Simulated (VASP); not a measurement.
Wanted: the native input for a VASP 6.6.1 run.

* Task: single point
* Functional: PBE
* Potentials or basis: VASP PAW PBE potentials, release 64 (Cd, Te)
* Cutoff: 520 eV
* k mesh: 12 × 12 × 12
* Occupations: fermi-dirac, width 0.02 eV
* Spin: no spin polarisation
* Dipole correction: no
* Further INCAR settings: ALGO = Normal; EDIFF = 1e-07; NBANDS = 16

The structure of CdTe lies in POSCAR:

```
CdTe
1.0
    0.0000000000      3.1189255395      3.1189255395
    3.1189255395      0.0000000000      3.1189255395
    3.1189255395      3.1189255395      0.0000000000
Cd Te
1 1
Direct
    0.0000000000      0.0000000000      0.0000000000
    0.2500000000      0.2500000000      0.2500000000
```

One way to write it, as run:

INCAR

```
  PREC = Accurate
  ENCUT = 520
  EDIFF = 1E-7
  ISMEAR = -1
  SIGMA = 0.02
  LREAL = F
  LASPH = T
  NELM = 60
  ALGO = Normal
  ISIF = 2
  LWAVE = F
  LCHARG = F
  GGA = PE
  NBANDS = 16
```

KPOINTS

```
regular mesh
0
Gamma
  12 12 12
```

Potentials or basis: VASP PAW PBE potentials, release 64 (Cd, Te).

Launch:

```console
$ cat potpaw_PBE.64/Cd/POTCAR potpaw_PBE.64/Te/POTCAR > POTCAR
$ mpirun -np 1 vasp_std > vasp.out
```

It gave:

```
Pressure               : 9.7 GPa
Band gap on the k mesh : 1.13 eV
```

Caveat: the cell stands under pressure; spin-orbit coupling is left out, which moves the levels of the heavy elements.

Wall time 29 s on 1 thread of Intel(R) Xeon(R) 6975P-C (Granite Rapids) (shared host), peak memory 0.25 GiB.
